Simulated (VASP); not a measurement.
# InH (Pmmn) in VASP: further runs

InH is run at these levels: PBE; tasks: single point, relaxation of cell and atoms.

All numbers are computed with VASP 6.6.1; they aren't measurements. Logs are shortened: lines on timing, memory, paths and dates and some standing lists are left out, and cuts for length are marked.

## 1. The cell of the first run

Symmetry: Pmmn, No. 59, orthorhombic system. Conventional cell: a = 2.805 Å, b = 3.638 Å, c = 6.184 Å, α = 90.00°, β = 90.00°, γ = 90.00°. Within 3.1 Å of In (site symmetry mm2) lie 4 H at 2.31 to 2.46 Å and 2 In at 2.80 Å. H (site symmetry mm2) has 4 In at 2.31 to 2.46 Å and 6 H at 2.37 to 2.80 Å within 3.1 Å.

## 2. Single point, PBE

The input, INCAR:

```
SYSTEM = InH
  PREC = Accurate
  ENCUT = 520
  EDIFF = 1E-7
  ISMEAR = 0
  SIGMA = 0.1
  LREAL = .False.
  LASPH = .True.
  NELM = 100
  ALGO = Normal
  ISIF = 2
  LWAVE = .False.
  LCHARG = .True.
  GGA = PE
  LELF = .True.
  LVHAR = .True.
  NBANDS = 22
```

The input, KPOINTS:

```
Automatic mesh
0
Gamma
  6 6 4
  0 0 0
```

The input, POSCAR:

```
InH
1.0
    2.8047264200      0.0000000000      0.0000000000
    0.0000000000      3.6376991000      0.0000000000
    0.0000000000      0.0000000000      6.1837327300
In H
2 2
Direct
    0.0000000000      0.0000000000      0.7213000200
    0.5000000000      0.5000000000      0.2786999800
    0.0000000000      0.5000000000      0.9527000000
    0.5000000000      0.0000000000      0.0473000000
```

Potentials or basis: VASP PAW PBE potentials, release 64 (In_d, H).

Started as:

```sh
cat potpaw_PBE.64/In_d/POTCAR potpaw_PBE.64/H/POTCAR > POTCAR
mpirun -np 1 vasp_std > vasp.out
```

OUTCAR:

```text
SYSTEM = InH
   PREC = Accurate
   ENCUT = 520
   EDIFF = 1E-7
   ISMEAR = 0
   LREAL = .False.
   LASPH = .True.
   NELM = 100
   ISIF = 2
   GGA = PE

 ion  position               nearest neighbor table
   1  0.000  0.000  0.721-   3 2.31   3 2.31   4 2.46   4 2.46   2 3.57   2 3.57   2 3.57   2 3.57

   2  0.500  0.500  0.279-   4 2.31   4 2.31   3 2.46   3 2.46   1 3.57   1 3.57   1 3.57   1 3.57

   3  0.000  0.500  0.953-   1 2.31   1 2.31   2 2.46   2 2.46
   4  0.500  0.000  0.047-   2 2.31   2 2.31   1 2.46   1 2.46

  LATTYP: Found a simple orthorhombic cell.
 ALAT       =     2.8047264200
 B/A-ratio  =     1.2969889234
 C/A-ratio  =     2.2047543339

  Lattice vectors:

 A1 = (   2.8047264200,   0.0000000000,   0.0000000000)
 A2 = (   0.0000000000,   3.6376991000,   0.0000000000)
 A3 = (   0.0000000000,   0.0000000000,   6.1837327300)

Analysis of symmetry for initial positions (statically):
=====================================================================
 Subroutine PRICEL returns:
 Original cell was already a primitive cell.

 Routine SETGRP: Setting up the symmetry group for a
 simple orthorhombic supercell.

 Subroutine GETGRP returns: Found  8 space group operations
 (whereof  4 operations were pure point group operations)
 out of a pool of  8 trial point group operations.

The static configuration has the point symmetry C_2v.
 The point group associated with its full space group is D_2h.

Analysis of symmetry for dynamics (positions and initial velocities):
=====================================================================
 Subroutine PRICEL returns:
 Original cell was already a primitive cell.

 Routine SETGRP: Setting up the symmetry group for a
 simple orthorhombic supercell.

 Subroutine GETGRP returns: Found  8 space group operations
 (whereof  4 operations were pure point group operations)
 out of a pool of  8 trial point group operations.

The dynamic configuration has the point symmetry C_2v.
 The point group associated with its full space group is D_2h.

 Subroutine INISYM returns: Found  8 space group operations
 (whereof  4 operations are pure point group operations),
 and found     1 'primitive' translations

----------------------------------------------------------------------------------------

                                     Primitive cell

  volume of cell :      63.0911

  direct lattice vectors                    reciprocal lattice vectors
     2.804726420  0.000000000  0.000000000     0.356541013  0.000000000  0.000000000
     0.000000000  3.637699100  0.000000000     0.000000000  0.274899043  0.000000000
     0.000000000  0.000000000  6.183732730     0.000000000  0.000000000  0.161714622

  length of vectors
     2.804726420  3.637699100  6.183732730     0.356541013  0.274899043  0.161714622

  position of ions in fractional coordinates (direct lattice)
     0.000000000  0.000000000  0.721300020
     0.500000000  0.500000000  0.278699980
     0.000000000  0.500000000  0.952700000
     0.500000000  0.000000000  0.047300000

  ion indices of the primitive-cell ions
   primitive index   ion index
                 1           1
                 2           2
                 3           3
                 4           4

----------------------------------------------------------------------------------------

 KPOINTS: Automatic mesh

Automatic generation of k-mesh.
 Grid dimensions read from file:
 generate k-points for:    6    6    4

 Generating k-lattice:

  Cartesian coordinates                     Fractional coordinates (reciprocal lattice)
     0.059423502  0.000000000  0.000000000     0.166666667  0.000000000  0.000000000
     0.000000000  0.045816507  0.000000000     0.000000000  0.166666667  0.000000000
     0.000000000  0.000000000  0.040428655     0.000000000  0.000000000  0.250000000

  Length of vectors
     0.059423502  0.045816507  0.040428655

  Shift w.r.t. Gamma in fractional coordinates (k-lattice)
     0.000000000  0.000000000  0.000000000

 Subroutine IBZKPT returns following result:
 ===========================================

 Found     48 irreducible k-points:

 Following reciprocal coordinates:
            Coordinates               Weight
  0.000000  0.000000  0.000000      1.000000
  0.166667  0.000000  0.000000      2.000000
  0.333333  0.000000  0.000000      2.000000
  0.500000  0.000000  0.000000      1.000000
  0.000000  0.166667  0.000000      2.000000
  0.166667  0.166667  0.000000      4.000000
[... 16 lines left out ...]
  0.333333  0.166667  0.250000      8.000000
  0.500000  0.166667  0.250000      4.000000
 [... further k-points ...]
   k-points           NKPTS =     48   k-points in BZ     NKDIM =     48   number of bands    NBANDS=     22
   number of dos      NEDOS =    301   number of ions     NIONS =      4
   total plane-waves  NPLWV =  32256
   dimension x,y,z NGX =    24 NGY =   28 NGZ =   48
   dimension x,y,z NGXF=    48 NGYF=   56 NGZF=   96
[... 26 lines left out ...]
   EMIN   =  10.00;   EMAX   =-10.00  energy-range for DOS
   EFERMI =   0.00;   METHOD = LEGACY
   ISMEAR =     0;   SIGMA  =   0.10  broadening in eV -4-tet -1-fermi 0-gaus
   EFERMI_NEDOS =   21; number of points for ismear=-14 and -15
   IALGO  =     38    algorithm
   IMIX   =      4    mixing-type and parameters
     AMIX     =   0.40;   BMIX     =  1.00
     AMIX_MAG =   1.60;   BMIX_MAG =  1.00
  volume/ion in A,a.u.               =      15.77       106.44
  Fermi-wavevector in a.u.,A,eV,Ry     =   1.248739  2.359774 21.216216  1.559348
  Thomas-Fermi vector in A             =   2.382811
   LORBIT       =      0    0 simple, 1 ext, 2 COOP (PROOUT), +10 PAW based schemes
   GGA     = PE    functional components
   LHFCALC =     F    Hartree Fock is set to
   AEXX    =    0.0000 exact exchange contribution
   IVDW    =     0    specifies the selected vdW correction
   LEPSILON=     F    determine dielectric tensor
   LRPA    =     F    only Hartree local field effects (RPA)
 non-spin polarized calculation
 Gauss-broadening in eV      SIGMA  =   0.10
  energy-cutoff  :      520.00
  volume of cell :       63.09
 maximum number of plane-waves:      1722
 NGX is ok and might be reduce to    24
   NGX = 11   NGY = 13   NGZ = 23

 number of electron      27.9999995 magnetization

 Free energy of the ion-electron system (eV)
  ---------------------------------------------------
  ext. energy  EPLUGINS =         0.00000000
  ---------------------------------------------------
  free energy    TOTEN  =       -10.03464604 eV

  energy without entropy =      -10.02815976  energy(sigma->0) =      -10.03140290

 E-fermi :   5.8936     XC(G=0):  -9.9012

 val. band max:        5.8718586329   @ k =   0.1667   0.3333   0.2500
 cond. band min:       5.9263532324   @ k =   0.5000   0.5000   0.2500
 fundamental gap:      0.0544945995
 Fermi energy:         5.8936303382

 k-point     1 :       0.0000    0.0000    0.0000
  band No.  band energies     occupation
      1      -9.2836      2.00000
      2      -9.2448      2.00000
      3      -8.7131      2.00000
      4      -8.6605      2.00000
      5      -8.6323      2.00000
      6      -8.4924      2.00000
[... 14 lines left out ...]
     21      15.7736      0.00000
     22      16.1518      0.00000

 k-point     2 :       0.1667    0.0000    0.0000
  band No.  band energies     occupation
      1      -9.0175      2.00000
      2      -8.9807      2.00000
      3      -8.6843      2.00000
      4      -8.6363      2.00000
      5      -8.6169      2.00000
      6      -8.5085      2.00000
[... 14 lines left out ...]
     21      15.1782      0.00000
     22      15.7026      0.00000

 k-point     3 :       0.3333    0.0000    0.0000
  band No.  band energies     occupation
      1      -8.7449      2.00000
      2      -8.7315      2.00000
      3      -8.6955      2.00000
      4      -8.6920      2.00000
      5      -8.6458      2.00000
      6      -8.6001      2.00000
[... 14 lines left out ...]
     21      14.0514      0.00000
     22      16.4095      0.00000
[... 476 lines left out ...]
 k-point    23 :       0.3333    0.1667    0.2500
  band No.  band energies     occupation
      1      -8.7562      2.00000
      2      -8.7429      2.00000
      3      -8.7160      2.00000
      4      -8.7132      2.00000
      5      -8.5992      2.00000
      6      -8.5838      2.00000
[... 14 lines left out ...]
     21      15.4211      0.00000
     22      15.8246      0.00000

 k-point    24 :       0.5000    0.1667    0.2500
  band No.  band energies     occupation
      1      -8.8623      2.00000
      2      -8.8623      2.00000
      3      -8.8217      2.00000
      4      -8.8217      2.00000
      5      -8.5658      2.00000
      6      -8.5658      2.00000
[... 14 lines left out ...]
     21      14.9666      0.00000
     22      14.9666      0.00000

 [... further k-points ...]

------------------------ aborting loop because EDIFF is reached ----------------------------------------

  FORCE on cell =-STRESS in cart. coord.  units (eV):
  Direction    XX          YY          ZZ          XY          YZ          ZX
  --------------------------------------------------------------------------------------
  -------------------------------------------------------------------------------------
  Total        4.3447587     -1.1903318     -2.4352269      0.0000000      0.0000000      0.0000000
  in kB      110.3337184    -30.2280837    -61.8417871      0.0000000      0.0000000      0.0000000
  external PRESSURE =       6.0879492 kB  Pullay stress =       0.0000000 kB

 VOLUME and BASIS-vectors are now :
 -----------------------------------------------------------------------------
  energy-cutoff  :      520.00
  volume of cell :       63.09
      direct lattice vectors                 reciprocal lattice vectors
     2.804726420  0.000000000  0.000000000     0.356541013  0.000000000  0.000000000
     0.000000000  3.637699100  0.000000000     0.000000000  0.274899043  0.000000000
     0.000000000  0.000000000  6.183732730     0.000000000  0.000000000  0.161714622

 POSITION                                       TOTAL-FORCE (eV/Angst)
 -----------------------------------------------------------------------------------
      0.00000      0.00000      4.46033         0.000000      0.000000      0.865404
      1.40236      1.81885      1.72341         0.000000      0.000000     -0.865404
      0.00000      1.81885      5.89124         0.000000      0.000000     -0.502614
      1.40236      0.00000      0.29249         0.000000      0.000000      0.502614
 -----------------------------------------------------------------------------------
    total drift:                                0.000000      0.000000      0.000000

  FREE ENERGIE OF THE ION-ELECTRON SYSTEM (eV)
  ---------------------------------------------------
  free  energy   TOTEN  =       -10.0346460397 eV

  energy  without entropy=      -10.0281597616  energy(sigma->0) =      -10.03140290
```

Run time: 47 s. Hardware: 1 thread of Intel Xeon Platinum 8259CL at 2.50GHz (Skylake/Cascade Lake), shared host; peak memory 0.2 GiB.

Results:

```
Free energy            : -10.0346 eV
Pressure               : 0.6 GPa
Largest force          : 0.865 eV/Å
Band gap on the k mesh : zero (band 14 reaches 6.83 eV, above the bottom of band 15 at 4.57 eV)
```

Forces on the atoms (eV/Å):
```
In   0.000  0.000  0.865
In   0.000  0.000 -0.865
H    0.000  0.000 -0.503
H    0.000  0.000  0.503
```

Stress tensor (GPa, compression positive):
```
11.03  0.00  0.00
 0.00 -3.02  0.00
 0.00  0.00 -6.18
```

Caveat: the k points lie up to 0.37 Å⁻¹ apart; spin-orbit coupling is left out, which moves the levels of the heavy elements.

## 3. Single point, PBE

This run uses another cell than the first one, of 16.45 Å³/atom, 1.043 times its volume.

The input, INCAR:

```
SYSTEM = InH
  ALGO = Normal
  EDIFF = 1E-6
  ENCUT = 520
  GGA = PE
  ISIF = 2
  ISMEAR = 0
  LASPH = .TRUE.
  LCHARG = .TRUE.
  LELF = .TRUE.
  LREAL = .FALSE.
  LVHAR = .TRUE.
  LWAVE = .FALSE.
  NBANDS = 22
  NELM = 100
  PREC = Accurate
  SIGMA = 0.1
```

The input, KPOINTS:

```
k-points
0
G
  6 6 4
  0 0 0
```

The input, POSCAR:

```
InH
1.0
    3.0812914868      0.0000000000      0.0000000000
    0.0000000000      3.9319298116      0.0000000000
    0.0000000000      0.0000000000      5.4315843491
In H
2 2
Direct
    0.0000000000      0.0000000000      0.7361500052
    0.5000000000      0.5000000000      0.2638499948
    0.0000000000      0.5000000000      0.8987358493
    0.5000000000      0.0000000000      0.1012641507
```

Potentials or basis: VASP PAW PBE potentials, release 64 (In_d, H).

Started as:

```sh
cat potpaw_PBE.64/In_d/POTCAR potpaw_PBE.64/H/POTCAR > POTCAR
mpirun -np 1 vasp_std > vasp.out
```

Wall time 42 s (1 thread of Intel Xeon Platinum 8259CL at 2.50GHz (Skylake/Cascade Lake), shared host); peak memory 0.2 GiB.

The run converged. Its results:

| Item | Value |
| --- | --- |
| Free energy | -10.5714 eV |
| Pressure | -0.1 GPa |
| Largest force | 0.008 eV/Å |
| Band gap on the k mesh | zero (band 14 reaches 7.46 eV, above the bottom of band 15 at 4.95 eV) |

Forces on the atoms (eV/Å):
```
In   0.000  0.000  0.008
In   0.000  0.000 -0.008
H    0.000  0.000 -0.008
H    0.000  0.000  0.008
```

Stress tensor (GPa, compression positive):
```
 0.16  0.00  0.00
 0.00 -0.25  0.00
 0.00  0.00 -0.24
```

Levels at points of the mesh, in eV from the Fermi level:
| k point | band 11 | band 12 | band 13 | band 14 | band 15 | band 16 | band 17 | band 18 |
| --- | --- | --- | --- | --- | --- | --- | --- | --- |
| (0.00, 0.00, 0.00) | -9.61 | -4.52 | -3.74 | -0.53 | 1.26 | 5.63 | 6.03 | 6.09 |
| (0.50, 0.00, 0.00) | -5.69 | -5.69 | -0.33 | -0.33 | 0.79 | 0.79 | 4.87 | 4.87 |
| (0.00, 0.50, 0.00) | -7.04 | -7.04 | -2.55 | -2.55 | -0.06 | -0.06 | 8.35 | 8.35 |
| (0.50, 0.50, 0.00) | -4.20 | -4.20 | -2.09 | -2.09 | 0.85 | 0.85 | 3.32 | 3.32 |
| (0.00, 0.00, 0.50) | -8.83 | -7.50 | -0.77 | 1.49 | 2.56 | 2.75 | 2.75 | 6.17 |
| (0.50, 0.00, 0.50) | -5.18 | -5.18 | -2.68 | -2.68 | 3.44 | 3.44 | 5.55 | 5.55 |
| (0.00, 0.50, 0.50) | -6.27 | -6.27 | -4.88 | -4.88 | 4.08 | 4.08 | 5.79 | 5.79 |
| (0.50, 0.50, 0.50) | -3.73 | -3.73 | -1.86 | -1.86 | -0.68 | -0.68 | 1.65 | 1.65 |

Caveat: spin-orbit coupling is left out, which moves the levels of the heavy elements.

## 4. Relaxation of cell and atoms, PBE

The input, INCAR:

```
ALGO = Normal ; EDIFF = 1E-6
EDIFFG = -0.04 ; ENCUT = 600
GGA = PE ; IBRION = 2
ISIF = 3 ; ISMEAR = 0
LASPH = True ; LCHARG = False
LREAL = False ; LWAVE = False
NELM = 100 ; NSW = 90
PREC = Accurate ; SIGMA = 0.1
```

The input, KPOINTS:

```
k-points
0
Gamma
  6 6 4
```

The input, POSCAR:

```
InH
1.0
    2.8047264200      0.0000000000      0.0000000000
    0.0000000000      3.6376991000      0.0000000000
    0.0000000000      0.0000000000      6.1837327300
In H
2 2
Direct
    0.0000000000      0.0000000000      0.7213000200
    0.5000000000      0.5000000000      0.2786999800
    0.0000000000      0.5000000000      0.9527000000
    0.5000000000      0.0000000000      0.0473000000
```

Started as:

```sh
cat potpaw_PBE.64/In_d/POTCAR potpaw_PBE.64/H/POTCAR > POTCAR
mpirun -np 1 vasp_std > vasp.out
```

It took 18 min on 1 thread of Intel Xeon Platinum 8259CL at 2.50GHz (Skylake/Cascade Lake), shared host; peak memory 0.23 GiB.

Results (log left out):

| Quantity | Value |
| --- | --- |
| Free energy | -10.6098 eV |
| Relaxed volume | 16.88 Å³/atom |
| Relaxed cell | a = 3.682 Å, b = 3.770 Å, c = 4.866 Å, α = 90.00°, β = 90.00°, γ = 90.00° |
| Space group after relaxing (to 0.05 Å) | Pmmn (No. 59) |
| Energy gained by relaxing | 143.7 meV/atom |
| Ionic steps | 43 |
| Pressure after relaxing | 0.0 GPa |
| Largest force after relaxing | 0.020 eV/Å |
| Band gap on the k mesh | zero (band 14 reaches 9.00 eV, above the bottom of band 15 at 5.00 eV) |

Forces on the atoms (eV/Å):
```
In   0.000  0.000 -0.020
In   0.000  0.000  0.020
H    0.000  0.000  0.011
H    0.000  0.000 -0.011
```

Stress tensor (GPa, compression positive):
```
 0.09  0.00  0.00
 0.00  0.17  0.00
 0.00  0.00 -0.25
```

The path:
```
step  energy change (eV)  largest force (eV/Å)  pressure (GPa)  volume (Å³)
   1              0.0000                0.8648            0.69        63.09
   3             -0.4137                0.0166            1.35        63.91
   5             -0.4547                0.2892           -1.01        69.34
   7             -0.4896                0.0531           -1.04        70.65
   9             -0.4994                0.0741           -0.52        69.82
  11             -0.5027                0.1547            0.18        68.27
  13             -0.5187                0.0709            0.35        66.57
  15             -0.5202                0.0602            0.68        65.45
  17             -0.5242                0.0917           -0.12        66.68
  19             -0.5390                0.1668           -0.34        67.69
  21             -0.5393                0.1288           -0.40        67.59
  23             -0.5422                0.1780           -0.09        67.28
  25             -0.5521                0.0719           -0.02        66.62
  27             -0.5537                0.0613            0.04        66.44
  29             -0.5556                0.0305            0.42        66.16
  31             -0.5579                0.0337            0.19        66.54
  33             -0.5599                0.1319           -0.90        69.03
  35             -0.5617                0.0973           -0.51        68.12
  37             -0.5660                0.0606           -0.57        68.65
  39             -0.5704                0.0255           -0.41        68.82
  41             -0.5721                0.0792            0.07        67.90
  43             -0.5746                0.0200            0.00        67.53
```

Final structure:
```
CELL_PARAMETERS angstrom
3.68156 0.00000 0.00000
0.00000 3.76987 0.00000
0.00000 0.00000 4.86555
ATOMIC_POSITIONS crystal
In 0.00000 0.00000 0.73039
In 0.50000 0.50000 0.26961
H 0.00000 0.50000 0.96881
H 0.50000 0.00000 0.03119
```

Levels at points of the mesh, in eV from the Fermi level:
| k point | band 12 | band 13 | band 14 | band 15 | band 16 | band 17 |
| --- | --- | --- | --- | --- | --- | --- |
| (0.00, 0.00, 0.00) | -3.37 | -2.65 | -1.03 | 1.97 | 2.46 | 5.25 |
| (0.50, 0.00, 0.00) | -6.91 | -0.66 | -0.66 | 1.05 | 1.05 | 5.10 |
| (0.00, 0.50, 0.00) | -6.96 | -1.10 | -1.10 | 0.94 | 0.94 | 5.31 |
| (0.50, 0.50, 0.00) | -4.98 | -3.38 | -3.38 | 2.56 | 2.56 | 2.97 |
| (0.00, 0.00, 0.50) | -6.99 | -1.19 | 3.39 | 3.83 | 3.85 | 3.99 |
| (0.50, 0.00, 0.50) | -6.13 | -3.63 | -3.63 | 3.86 | 3.86 | 5.33 |
| (0.00, 0.50, 0.50) | -6.07 | -4.08 | -4.08 | 4.07 | 4.07 | 5.77 |
| (0.50, 0.50, 0.50) | -4.32 | -2.97 | -2.97 | -0.61 | -0.61 | 0.66 |

Caveat: the k points lie up to 0.32 Å⁻¹ apart in the final cell; spin-orbit coupling is left out, which moves the levels of the heavy elements.

## 5. Summary

```csv
task,cell,cutoff (eV),gap on the mesh (eV),pressure (GPa),largest force (eV/Å)
single point,"a = 2.805, b = 3.638, c = 6.184 Å, 4 atoms",520,none,0.6,0.87
single point,"a = 3.081, b = 3.932, c = 5.432 Å, 4 atoms",520,none,-0.1,0.01
relaxation of cell and atoms,"relaxed from a = 2.805, b = 3.638, c = 6.184 Å, 4 atoms",600,none,0.0,0.02
```

Alike in all rows: level PBE; potentials or basis VASP PAW PBE potentials, release 64 (In_d, H); no spin polarisation; k mesh 6 × 6 × 4; smearing gaussian 0.1 eV.

Caveats: some runs use coarse meshes; spin-orbit coupling is left out, which moves the levels of the heavy elements.

Total energies depend on the potentials used, so only differences within one code and one set of settings carry meaning.
